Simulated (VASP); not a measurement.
# ZnSe (zincblende type) (F-43m) in VASP: a series of runs

The runs below take ZnSe (zincblende type) through single point, with PBE.

Everything below comes from runs of VASP 6.6.1. Logs are shortened: lines on timing, memory, paths and dates and some standing lists are left out, and cuts for length are marked.

## (1) The cell of the first run

It takes space group F-43m (No. 216, cubic). Conventional cell: a = 5.616 Å, b = 5.616 Å, c = 5.616 Å, α = 90.00°, β = 90.00°, γ = 90.00°. Within 3.2 Å of Zn (site symmetry -43m) lie 4 Se at 2.43 Å. Se (site symmetry -43m) has 4 Zn at 2.43 Å within 3.2 Å.

## (2) Single point, PBE (volume scaled by 0.94)

Contents of INCAR:

```
ALGO = Normal
EDIFF = 1E-6
ENCUT = 520
GGA = PE
ISIF = 2
ISMEAR = -1
LASPH = T
LCHARG = F
LREAL = F
LWAVE = F
NBANDS = 16
NELM = 100
PREC = Accurate
SIGMA = 0.1
```

Contents of KPOINTS:

```
k-points
0
Gamma
  11 11 11
```

Contents of POSCAR:

```
ZnSe
1.0
    0.0000000000      2.8078463043      2.8078463043
    2.8078463043      0.0000000000      2.8078463043
    2.8078463043      2.8078463043      0.0000000000
Zn Se
1 1
Direct
    0.0000000000      0.0000000000      0.0000000000
    0.2500000000      0.2500000000      0.2500000000
```

Potentials or basis: VASP PAW PBE potentials, release 64 (Zn, Se).

Launch:

```bash
cat potpaw_PBE.64/Zn/POTCAR potpaw_PBE.64/Se/POTCAR > POTCAR
mpirun -np 1 vasp_std > vasp.out
```

OUTCAR:

```text
EDIFF = 1E-6
   ENCUT = 520
   GGA = PE
   ISIF = 2
   ISMEAR = -1
   LASPH = T
   LREAL = F
   NELM = 100
   PREC = Accurate

 ion  position               nearest neighbor table
   1  0.000  0.000  0.000-   2 2.43   2 2.43   2 2.43   2 2.43
   2  0.250  0.250  0.250-   1 2.43   1 2.43   1 2.43   1 2.43

  LATTYP: Found a face centered cubic cell.
 ALAT       =     5.6156926086

  Lattice vectors:

 A1 = (   0.0000000000,   2.8078463043,   2.8078463043)
 A2 = (   2.8078463043,   0.0000000000,   2.8078463043)
 A3 = (   2.8078463043,   2.8078463043,   0.0000000000)

Analysis of symmetry for initial positions (statically):
=====================================================================
 Subroutine PRICEL returns:
 Original cell was already a primitive cell.

 Routine SETGRP: Setting up the symmetry group for a
 face centered cubic supercell.

 Subroutine GETGRP returns: Found 24 space group operations
 (whereof 24 operations were pure point group operations)
 out of a pool of 48 trial point group operations.

The static configuration has the point symmetry T_d .

Analysis of symmetry for dynamics (positions and initial velocities):
=====================================================================
 Subroutine PRICEL returns:
 Original cell was already a primitive cell.

 Routine SETGRP: Setting up the symmetry group for a
 face centered cubic supercell.

 Subroutine GETGRP returns: Found 24 space group operations
 (whereof 24 operations were pure point group operations)
 out of a pool of 48 trial point group operations.

The dynamic configuration has the point symmetry T_d .

 Subroutine INISYM returns: Found 24 space group operations
 (whereof 24 operations are pure point group operations),
 and found     1 'primitive' translations

----------------------------------------------------------------------------------------

                                     Primitive cell

  volume of cell :      44.2741

  direct lattice vectors                    reciprocal lattice vectors
     0.000000000  2.807846304  2.807846304    -0.178072425  0.178072425  0.178072425
     2.807846304  0.000000000  2.807846304     0.178072425 -0.178072425  0.178072425
     2.807846304  2.807846304  0.000000000     0.178072425  0.178072425 -0.178072425

  length of vectors
     3.970894325  3.970894325  3.970894325     0.308430487  0.308430487  0.308430487

  position of ions in fractional coordinates (direct lattice)
     0.000000000  0.000000000  0.000000000
     0.250000000  0.250000000  0.250000000

  ion indices of the primitive-cell ions
   primitive index   ion index
                 1           1
                 2           2

----------------------------------------------------------------------------------------

 KPOINTS: k-points

Automatic generation of k-mesh.
 Grid dimensions read from file:
 generate k-points for:   11   11   11

 Generating k-lattice:

  Cartesian coordinates                     Fractional coordinates (reciprocal lattice)
    -0.016188402  0.016188402  0.016188402     0.090909091  0.000000000  0.000000000
     0.016188402 -0.016188402  0.016188402     0.000000000  0.090909091  0.000000000
     0.016188402  0.016188402 -0.016188402     0.000000000  0.000000000  0.090909091

  Length of vectors
     0.028039135  0.028039135  0.028039135

  Shift w.r.t. Gamma in fractional coordinates (k-lattice)
     0.000000000  0.000000000  0.000000000

 Subroutine IBZKPT returns following result:
 ===========================================

 Found     56 irreducible k-points:

 Following reciprocal coordinates:
            Coordinates               Weight
  0.000000  0.000000  0.000000      1.000000
  0.090909  0.000000  0.000000      8.000000
  0.181818  0.000000  0.000000      8.000000
  0.272727  0.000000  0.000000      8.000000
  0.363636  0.000000  0.000000      8.000000
  0.454545  0.000000  0.000000      8.000000
[... 16 lines left out ...]
 -0.272727  0.181818  0.000000     24.000000
 -0.181818  0.181818  0.000000     12.000000
 [... further k-points ...]
   k-points           NKPTS =     56   k-points in BZ     NKDIM =     56   number of bands    NBANDS=     16
   number of dos      NEDOS =    301   number of ions     NIONS =      2
   total plane-waves  NPLWV =  27000
   dimension x,y,z NGX =    30 NGY =   30 NGZ =   30
   dimension x,y,z NGXF=    60 NGYF=   60 NGZF=   60
   ions per type =               1   1
   NGX,Y,Z   is equivalent  to a cutoff of  12.56, 12.56, 12.56 a.u.
   NGXF,Y,Z  is equivalent  to a cutoff of  25.12, 25.12, 25.12 a.u.
 SYSTEM =  unknown system
   PREC   = accura    normal or accurate (medium, high low for compatibility)
   ISTART =      0    job   : 0-new  1-cont  2-samecut
   ICHARG =      2    charge: 1-file 2-atom 10-const
   ISPIN  =      1    spin polarized calculation?
   LNONCOLLINEAR =      F non collinear calculations
   LSORBIT =      F    spin-orbit coupling
   LASPH  =      T    aspherical Exc in radial PAW
   ENCUT  =  520.0 eV  38.22 Ry    6.18 a.u.   7.38  7.38  7.38*2*pi/ulx,y,z
   NELM   =    100;   NELMIN=  2; NELMDL= -5     # of ELM steps
   EDIFF  = 0.1E-05   stopping-criterion for ELM
   LREAL  =      F    real-space projection
   EDIFFG = 0.1E-04   stopping-criterion for IOM
   NSW    =      0    number of steps for IOM
   IBRION =     -1    ionic relax: 0-MD 1-quasi-New 2-CG
   NFREE  =      0    steps in history (QN), initial steepest desc. (CG)
   ISIF   =      2    stress and relaxation
   ISYM   =      2    0-nonsym 1-usesym 2-fastsym
   POTIM  = 0.5000    time-step for ionic-motion
   TEBEG  =    0.0;   TEEND  =   0.0 temperature during run
   PSTRESS=    0.0 pullay stress
   NELECT =      18.0000    total number of electrons
   NUPDOWN=      -1.0000    fix difference up-down
   EMIN   =  10.00;   EMAX   =-10.00  energy-range for DOS
   EFERMI =   0.00;   METHOD = LEGACY
   ISMEAR =    -1;   SIGMA  =   0.10  broadening in eV -4-tet -1-fermi 0-gaus
   EFERMI_NEDOS =   21; number of points for ismear=-14 and -15
   IALGO  =     38    algorithm
   IMIX   =      4    mixing-type and parameters
     AMIX     =   0.40;   BMIX     =  1.00
     AMIX_MAG =   1.60;   BMIX_MAG =  1.00
  volume/ion in A,a.u.               =      22.14       149.39
  Fermi-wavevector in a.u.,A,eV,Ry     =   1.212781  2.291824 20.011958  1.470837
  Thomas-Fermi vector in A             =   2.348254
   LORBIT       =      0    0 simple, 1 ext, 2 COOP (PROOUT), +10 PAW based schemes
   GGA     = PE    functional components
   LHFCALC =     F    Hartree Fock is set to
   AEXX    =    0.0000 exact exchange contribution
   IVDW    =     0    specifies the selected vdW correction
   LEPSILON=     F    determine dielectric tensor
   LRPA    =     F    only Hartree local field effects (RPA)
 non-spin polarized calculation
  energy-cutoff  :      520.00
  volume of cell :       44.27
 maximum number of plane-waves:      1243
 NGX is ok and might be reduce to    30

 number of electron      17.9999991 magnetization

 Free energy of the ion-electron system (eV)
  ---------------------------------------------------
  ext. energy  EPLUGINS =         0.00000000
  ---------------------------------------------------
  free energy    TOTEN  =        -5.99528696 eV

  energy without entropy =       -5.99527704  energy(sigma->0) =       -5.99528200

 E-fermi :   2.6983     XC(G=0):  -9.4490

 val. band max:        1.8536355854   @ k =   0.0000   0.0000   0.0000
 cond. band min:       3.2565071158   @ k =   0.0000   0.0000   0.0000
 fundamental gap:      1.4028715304
 Fermi energy:         2.6982502713

 k-point     1 :       0.0000    0.0000    0.0000
  band No.  band energies     occupation
      1     -11.5871      2.00000
      2      -4.7967      2.00000
      3      -4.7967      2.00000
      4      -4.7967      2.00000
      5      -4.4013      2.00000
      6      -4.4013      2.00000
[... 8 lines left out ...]
     15      13.3713      0.00000
     16      13.3713      0.00000

 k-point     2 :       0.0909    0.0000    0.0000
  band No.  band energies     occupation
      1     -11.5301      2.00000
      2      -4.7948      2.00000
      3      -4.7875      2.00000
      4      -4.7875      2.00000
      5      -4.4023      2.00000
      6      -4.4023      2.00000
[... 8 lines left out ...]
     15      12.8164      0.00000
     16      12.8164      0.00000

 k-point     3 :       0.1818    0.0000    0.0000
  band No.  band energies     occupation
      1     -11.3706      2.00000
      2      -4.7784      2.00000
      3      -4.7639      2.00000
      4      -4.7639      2.00000
      5      -4.4032      2.00000
      6      -4.4032      2.00000
[... 8 lines left out ...]
     15      12.2951      0.00000
     16      12.9412      0.00000

 k-point     4 :       0.2727    0.0000    0.0000
  band No.  band energies     occupation
      1     -11.1449      2.00000
      2      -4.7362      2.00000
      3      -4.7362      2.00000
      4      -4.7175      2.00000
      5      -4.3999      2.00000
      6      -4.3999      2.00000
[... 8 lines left out ...]
     15      12.4393      0.00000
     16      12.5119      0.00000
[... 324 lines left out ...]
 k-point    22 :      -0.3636    0.1818    0.0000
  band No.  band energies     occupation
      1     -10.6968      2.00000
      2      -4.6956      2.00000
      3      -4.6671      2.00000
      4      -4.4438      2.00000
      5      -4.3998      2.00000
      6      -4.2993      2.00000
[... 8 lines left out ...]
     15      13.2706      0.00000
     16      14.9208      0.00000

 k-point    23 :      -0.2727    0.1818    0.0000
  band No.  band energies     occupation
      1     -10.8595      2.00000
      2      -4.6994      2.00000
      3      -4.6917      2.00000
      4      -4.5932      2.00000
      5      -4.4144      2.00000
      6      -4.3639      2.00000
[... 8 lines left out ...]
     15      14.1009      0.00000
     16      15.5311      0.00000

 k-point    24 :      -0.1818    0.1818    0.0000
  band No.  band energies     occupation
      1     -11.0693      2.00000
      2      -4.7237      2.00000
      3      -4.7235      2.00000
      4      -4.7032      2.00000
      5      -4.4185      2.00000
      6      -4.3801      2.00000
[... 8 lines left out ...]
     15      13.5307      0.00000
     16      14.9025      0.00000

 [... further k-points ...]

------------------------ aborting loop because EDIFF is reached ----------------------------------------

  FORCE on cell =-STRESS in cart. coord.  units (eV):
  Direction    XX          YY          ZZ          XY          YZ          ZX
  --------------------------------------------------------------------------------------
  -------------------------------------------------------------------------------------
  Total        1.1867832      1.1867832      1.1867832      0.0000000      0.0000000      0.0000000
  in kB       42.9469162     42.9469162     42.9469162      0.0000000      0.0000000      0.0000000
  external PRESSURE =      42.9469162 kB  Pullay stress =       0.0000000 kB

 VOLUME and BASIS-vectors are now :
 -----------------------------------------------------------------------------
  energy-cutoff  :      520.00
  volume of cell :       44.27
      direct lattice vectors                 reciprocal lattice vectors
     0.000000000  2.807846304  2.807846304    -0.178072425  0.178072425  0.178072425
     2.807846304  0.000000000  2.807846304     0.178072425 -0.178072425  0.178072425
     2.807846304  2.807846304  0.000000000     0.178072425  0.178072425 -0.178072425

 POSITION                                       TOTAL-FORCE (eV/Angst)
 -----------------------------------------------------------------------------------
      0.00000      0.00000      0.00000        -0.000000     -0.000000     -0.000000
      1.40392      1.40392      1.40392         0.000000      0.000000      0.000000
 -----------------------------------------------------------------------------------
    total drift:                                0.000000      0.000000      0.000000

  FREE ENERGIE OF THE ION-ELECTRON SYSTEM (eV)
  ---------------------------------------------------
  free  energy   TOTEN  =        -5.9952869587 eV

  energy  without entropy=       -5.9952770369  energy(sigma->0) =       -5.99528200
```

Run time: 83 s. Hardware: 1 thread of AMD EPYC 7R13, shared host; peak memory 0.16 GiB.

What came out:

- Free energy: -5.9953 eV
- Pressure: 4.3 GPa
- Band gap on the k mesh: 1.40 eV, direct

Caveat: the cell differs from its parent crystal (volume scaled by 0.94).

## (3) Single point, PBE

This run uses another cell than the first one, of 23.55 Å³/atom, 1.064 times its volume.

Contents of INCAR:

```
PREC = Accurate
ENCUT = 520
EDIFF = 1E-7
ISMEAR = -1
SIGMA = 0.1
LREAL = False
LASPH = True
NELM = 80
ALGO = Normal
ISIF = 2
LWAVE = False
LCHARG = False
GGA = PE
NBANDS = 16
```

Contents of KPOINTS:

```
regular mesh
0
Gamma
  11 11 11
```

Contents of POSCAR:

```
ZnSe
1.0
    0.0000000000      2.8663598629      2.8663598629
    2.8663598629      0.0000000000      2.8663598629
    2.8663598629      2.8663598629      0.0000000000
Zn Se
1 1
Direct
    0.0000000000      0.0000000000      0.0000000000
    0.2500000000      0.2500000000      0.2500000000
```

Potentials or basis: VASP PAW PBE potentials, release 64 (Zn, Se).

Launch:

```bash
cat potpaw_PBE.64/Zn/POTCAR potpaw_PBE.64/Se/POTCAR > POTCAR
mpirun -np 1 vasp_std > vasp.out
```

OUTCAR:

```text
PREC = Accurate
   ENCUT = 520
   EDIFF = 1E-7
   ISMEAR = -1
   LREAL = False
   LASPH = True
   NELM = 80
   ISIF = 2
   GGA = PE

 ion  position               nearest neighbor table
   1  0.000  0.000  0.000-   2 2.48   2 2.48   2 2.48   2 2.48
   2  0.250  0.250  0.250-   1 2.48   1 2.48   1 2.48   1 2.48

  LATTYP: Found a face centered cubic cell.
 ALAT       =     5.7327197258

  Lattice vectors:

 A1 = (   0.0000000000,   2.8663598629,   2.8663598629)
[... 641 lines left out ...]

------------------------ aborting loop because EDIFF is reached ----------------------------------------

  FORCE on cell =-STRESS in cart. coord.  units (eV):
  Direction    XX          YY          ZZ          XY          YZ          ZX
  --------------------------------------------------------------------------------------
  -------------------------------------------------------------------------------------
  Total        0.0585854      0.0585854      0.0585854      0.0000000      0.0000000     -0.0000000
  in kB        1.9928633      1.9928633      1.9928633      0.0000000      0.0000000     -0.0000000
  external PRESSURE =       1.9928633 kB  Pullay stress =       0.0000000 kB

 VOLUME and BASIS-vectors are now :
 -----------------------------------------------------------------------------
  energy-cutoff  :      520.00
  volume of cell :       47.10
      direct lattice vectors                 reciprocal lattice vectors
     0.000000000  2.866359863  2.866359863    -0.174437274  0.174437274  0.174437274
     2.866359863  0.000000000  2.866359863     0.174437274 -0.174437274  0.174437274
     2.866359863  2.866359863  0.000000000     0.174437274  0.174437274 -0.174437274

 POSITION                                       TOTAL-FORCE (eV/Angst)
 -----------------------------------------------------------------------------------
      0.00000      0.00000      0.00000        -0.000000     -0.000000     -0.000000
      1.43318      1.43318      1.43318         0.000000      0.000000      0.000000
 -----------------------------------------------------------------------------------
    total drift:                               -0.000001     -0.000001     -0.000001

  FREE ENERGIE OF THE ION-ELECTRON SYSTEM (eV)
  ---------------------------------------------------
  free  energy   TOTEN  =        -6.0331757699 eV

  energy  without entropy=       -6.0331440750  energy(sigma->0) =       -6.03315992
```

stdout:

```text
POSCAR found type information on POSCAR ZnSe
 POSCAR found :  2 types and       2 ions
 scaLAPACK will be used
 LDA part: xc-table for (Slater+PW92), standard interpolation
 POSCAR, INCAR and KPOINTS ok, starting setup
 FFT: planning ... GRIDC
 FFT: planning ... GRID_SOFT
 FFT: planning ... GRID
 WAVECAR not read
 entering main loop
```

It took 85 s on 1 thread of AMD EPYC 7R13, shared host; peak memory 0.17 GiB.

Results:

```yaml
Free_energy: -6.0332 eV
Pressure: 0.2 GPa
Band_gap_on_the_k_mesh: 1.15 eV, direct
```

Levels at points of the mesh, in eV from the valence-band top:
| k point | band 6 | band 7 | band 8 | band 9 | band 10 | band 11 | band 12 | band 13 |
| --- | --- | --- | --- | --- | --- | --- | --- | --- |
| (0.00, 0.00, 0.00) | -6.09 | 0.00 | 0.00 | 0.00 | 1.15 | 5.81 | 5.81 | 5.81 |

Expect the measured gap to be larger: semilocal functionals such as PBE lack the derivative discontinuity.
